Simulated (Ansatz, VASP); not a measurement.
One calculation of H, two programs

```
CELL_PARAMETERS angstrom
5.37827 0.00000 0.00000
-2.68913 4.65772 0.00000
0.00000 0.00000 4.29293
ATOMIC_POSITIONS crystal
H 0.33333 0.66667 0.25000
H 0.66667 0.33333 0.75000
```

Alike in both runs: task single point; functional PBE; k mesh 6 × 6 × 6; occupations gaussian, width 0.05 eV; collinear spin.

|  | VASP | Ansatz |
| --- | --- | --- |
| version | VASP 6.6.1 | Ansatz 0.2.0 |
| potentials or method | VASP PAW PBE potentials, release 64 (H), cutoff 520 eV | scalar-relativistic, plane waves, PAW |
| valence electrons in the cell | 2 | 2 |

VASP gave:

- gap on the k mesh at the Fermi level (eV): 6.77
- least direct gap on the mesh (eV): 7.25
- pressure (GPa): 0.0
- net moment per atom (μB): 1.00
- size of the moment on the site where the two differ most (μB): 0.38

Task: Which values does Ansatz return?

Result: gap on the k mesh at the Fermi level (eV): 6.77; least direct gap on the mesh (eV): 7.25; pressure (GPa): 0.1; net moment per atom (μB): 1.00; size of the moment on the site where the two differ most (μB): 0.95.

Site moments also hang on the region over which each program counts them. Ansatz's warnings: nearly empty spin channel levels not settled, published levels not confirmed.
